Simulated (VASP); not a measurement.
The system is Ge.

```xyz
1
Lattice="1.4064 -2.6177 0.0000 1.4064 2.6177 0.0000 0.0000 0.0000 2.7161" Properties=species:S:1:pos:R:3 pbc="T T T"
Ge    1.4064    0.0000    0.0000
```

This cell differs from its parent crystal: volume scaled by 1.02.

Base run:

* Program: VASP 6.6.1
* Functional: PBEsol
* Potentials or basis: VASP PAW PBE potentials, release 64 (Ge_d)
* Cutoff: 520 eV
* k mesh: 11 × 11 × 10
* Occupations: fermi-dirac, width 0.05 eV
* Spin: no spin polarisation

Its results: band gap on the k mesh zero (band 7 reaches 12.42 eV, above the bottom of band 8 at 3.53 eV); pressure -5.3 GPa.

Q: The run is repeated on the same cell with these changes: functional from PBEsol to LDA; potentials or basis from VASP PAW PBE potentials, release 64 (Ge_d) to VASP PAW LDA potentials, release 64 (Ge_d). What comes out?

A: Band gap on the k mesh zero (band 7 reaches 12.23 eV, above the bottom of band 8 at 3.42 eV); pressure -6.7 GPa.

Caveats: the PAW data sets were made with another functional, which shifts forces and pressure a little (some runs).
